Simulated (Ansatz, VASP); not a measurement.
**H in VASP and in Ansatz**

The input INCAR:

```
SYSTEM = H
PREC = Accurate
ENCUT = 500
EDIFF = 1E-6
ISMEAR = -1
SIGMA = 0.03
LREAL = .FALSE.
LASPH = .TRUE.
NELM = 120
ALGO = Normal
ISIF = 2
LWAVE = .FALSE.
LCHARG = .TRUE.
GGA = CA
LELF = .TRUE.
LVHAR = .TRUE.
NBANDS = 8
GGA_COMPAT = .FALSE.
```

File KPOINTS:

```
Automatic mesh
0
G
  13 13 7
  0 0 0
```

File POSCAR:

```
H
1.0
    2.0415156772      0.0000000000      0.0000000000
   -1.0207578387      1.7680044387      0.0000000000
    0.0000000000      0.0000000000      3.2795969902
H
2
Direct
    0.3333333333      0.6666666667      0.2500000000
    0.6666666667      0.3333333333      0.7500000000
```

Input for Ansatz:

```yaml
crystal:
  lattice:
    - [2.0415156772, 0.0, 0.0]
    - [-1.0207578387, 1.7680044387, 0.0]
    - [0.0, 0.0, 3.2795969902]
  atoms:
    - { symbol: H, position: [0.3333333333, 0.6666666667, 0.25] }
    - { symbol: H, position: [0.6666666667, 0.3333333333, 0.75] }
kpoints:
  mp_grid: { grid: [13, 13, 7] }
scf:
  occupations: { method: fermi_dirac, width: 0.03 }
hamiltonian:
  xc: lda
  pseudopotentials: { kind: all_electron, lapw: { basis_error: 0.00025 } }
output:
  forces: true
  stress: true
  eigenvalues: true
```

Change from the starting cell: functional lda, volume scaled by 1.04.

Alike in both runs: task single point; functional LDA; k mesh 13 × 13 × 7; occupations fermi-dirac, width 0.03 eV; no spin polarisation.

|  | VASP | Ansatz |
| --- | --- | --- |
| version | VASP 6.6.1 | Ansatz 0.2.0 |
| potentials or method | VASP PAW LDA potentials, release 64 (H), cutoff 500 eV | all-electron LAPW, scalar-relativistic |

VASP gave:

```
pressure (GPa)                                                : -25.6
traceless stress, the component that is largest in VASP (GPa) : -2.24
```

Task: Which values does Ansatz return?

Result: Pressure (GPa): -25.4; traceless stress, the component that is largest in VASP (GPa): -2.24.

LDA's correlation is that of Perdew and Zunger in VASP and of Perdew and Wang (1992) in Ansatz. Ansatz ran all-electron here, and VASP with PAW potentials.
